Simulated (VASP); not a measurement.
Here is a VASP 6.6.1 calculation.

INCAR

```
ALGO = Normal ; DIPOL = 0.5 0.5 0.500
EDIFF = 1E-7 ; ENCUT = 520
IDIPOL = 3 ; ISIF = 2
ISMEAR = 0 ; LASPH = T
LCHARG = F ; LDIPOL = T
LREAL = F ; LWAVE = F
NBANDS = 22 ; NELM = 60
PREC = Accurate ; SIGMA = 0.02
```

File KPOINTS:

```
k-points
0
Gamma
  9 9 1
```

Contents of POSCAR:

```
Bi
1.0
    4.2840000000      0.0000000000      0.0000000000
   -2.1420000000      3.7100528298      0.0000000000
    0.0000000000      0.0000000000     28.0000000000
Bi
2
Direct
    0.3333333333      0.6666666667      0.5328214286
    0.6666666667      0.3333333333      0.4671785714
```

Potentials or basis: VASP PAW LDA potentials, release 64 (Bi_d).

Run with:

```bash
$ cat potpaw_LDA.64/Bi_d/POTCAR > POTCAR
$ mpirun -np 1 vasp_std > vasp.out
```

(1) Predict the band gap on the k mesh.

(2) Estimate the largest force.

Results:

(1) 0.48 eV, direct.

(2) 1.096 eV/Å.

Caveat: spin-orbit coupling is left out, which moves the levels of the heavy elements.
